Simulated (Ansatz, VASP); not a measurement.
BAs: VASP beside Ansatz

```xyz
2
Lattice="0.0000 2.2477 2.6972 2.2477 0.0000 2.6972 2.2477 2.2477 0.0000" Properties=species:S:1:pos:R:3 pbc="T T T"
B     0.0000    0.0000    0.0000
As    3.3715    3.3715    4.0458
```

Alike in both runs: task single point; functional PBEsol; k mesh 12 × 12 × 12; occupations gaussian, width 0.05 eV; no spin polarisation.

```csv
,VASP,Ansatz
version,VASP 6.6.1,Ansatz 0.2.0
potentials or method,"VASP PAW PBE potentials, release 64 (B, As), cutoff 520 eV","scalar-relativistic, plane waves, PAW"
valence electrons in the cell,8,18
```

|  | VASP | Ansatz | Ansatz less VASP |
| --- | --- | --- | --- |
| gap on the k mesh at the Fermi level (eV) | none | none | - |
| pressure (GPa) | 0.1 | -0.7 | -0.83 |
| traceless stress, the component that is largest in VASP (GPa) | -30.84 | -30.98 | -0.134 |

VASP's potentials were made for PBE, not for PBEsol. A gap of «none» marks a metal or a gap that the smearing closes. With one functional, cell and mesh, what is left measures potentials, basis and numerics. VASP's potentials hold 8 valence electrons a cell and Ansatz's 18, so a difference there can come from the potentials and not from the codes.
